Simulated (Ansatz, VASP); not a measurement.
## Mg2C in VASP and in Ansatz

File INCAR:

```
PREC = Accurate
ENCUT = 520
EDIFF = 1E-6
ISMEAR = 0
SIGMA = 0.01
LREAL = F
LASPH = T
NELM = 60
ALGO = Normal
ISIF = 2
LWAVE = F
LCHARG = T
LELF = T
LVHAR = T
NBANDS = 11
```

File KPOINTS:

```
Automatic mesh
0
Gamma
  8 8 8
```

POSCAR

```
Mg2C
1.0
    0.0000000000      2.7109426128      2.7109426128
    2.7109426128      0.0000000000      2.7109426128
    2.7109426128      2.7109426128      0.0000000000
C Mg
1 2
Direct
    0.0000000000      0.0000000000      0.0000000000
    0.2500000000      0.2500000000      0.2500000000
    0.7500000000      0.7500000000      0.7500000000
```

Input for Ansatz:

```yaml
crystal:
  lattice:
    - [0.0, 2.7109426128, 2.7109426128]
    - [2.7109426128, 0.0, 2.7109426128]
    - [2.7109426128, 2.7109426128, 0.0]
  atoms:
    - { symbol: C, position: [0.0, 0.0, 0.0] }
    - { symbol: Mg, position: [0.25, 0.25, 0.25] }
    - { symbol: Mg, position: [0.75, 0.75, 0.75] }
kpoints:
  mp_grid: { grid: [8, 8, 8] }
  band_path:
    path:
      - [0.0, 0.0, 0.0]
      - [0.5, 0.0, 0.5]
      - [0.625, 0.25, 0.625]
      - [0.375, 0.375, 0.75]
      - [0.5, 0.5, 0.5]
      - [0.5, 0.25, 0.75]
      - [0.0375, 0.0375, 0.075]
    npoints: 1
hamiltonian:
  xc: lda
scf:
  occupations: { method: fixed }
  n_extra_bands: 4
output:
  forces: true
  stress: true
  eigenvalues: true
```

Alike in both runs: task single point; functional LDA; k mesh 8 × 8 × 8; no spin polarisation.

```csv
,VASP,Ansatz
version,VASP 6.6.1,Ansatz 0.2.0
potentials or method,"VASP PAW LDA potentials, release 64 (C, Mg)","plane waves, PAW"
plane-wave cutoff (eV),520,420
occupations,"gaussian, width 0.01 eV",fixed
valence electrons in the cell,8,24
```

|  | VASP | Ansatz | Ansatz less VASP |
| --- | --- | --- | --- |
| gap on the k mesh at the Fermi level (eV) | 0.75 | 0.76 | +0.010 |
| pressure (GPa) | -4.1 | -3.4 | +0.62 |

LDA's correlation is that of Perdew and Zunger in VASP and of Perdew and Wang (1992) in Ansatz. VASP's potentials hold 8 valence electrons a cell and Ansatz's 24, so a difference there can come from the potentials and not from the codes.
